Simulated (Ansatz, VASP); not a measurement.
## One calculation of Pb, two programs

```
CELL_PARAMETERS angstrom
3.52437 0.00000 0.00000
-1.76218 3.05219 0.00000
0.00000 0.00000 11.49524
ATOMIC_POSITIONS crystal
Pb 0.66667 0.33333 0.75000
Pb 0.00000 0.00000 0.50000
Pb 0.33333 0.66667 0.25000
Pb 0.00000 0.00000 0.00000
```

Alike in both runs: task single point; functional PBEsol; k mesh 7 × 7 × 2; occupations fermi-dirac, width 0.05 eV; no spin polarisation.

|  | VASP | Ansatz |
| --- | --- | --- |
| version | VASP 6.6.1 | Ansatz 0.2.0 |
| potentials or method | VASP PAW PBE potentials, release 64 (Pb_d) | Ansatz PAW |
| plane-wave cutoff (eV) | 520 | 420 |
| valence electrons in the cell | 56 | 56 |

VASP gave:

* gap on the k mesh at the Fermi level (eV): none
* pressure (GPa): -1.3
* traceless stress, the component that is largest in VASP (GPa): -0.82

Task: Estimate Ansatz's values.

Result: gap on the k mesh at the Fermi level (eV): none; pressure (GPa): -1.3; traceless stress, the component that is largest in VASP (GPa): -0.81.

VASP's potentials were made for PBE, not for PBEsol. A gap of «none» marks a metal or a gap that the smearing closes.

Spin-orbit coupling is off throughout.
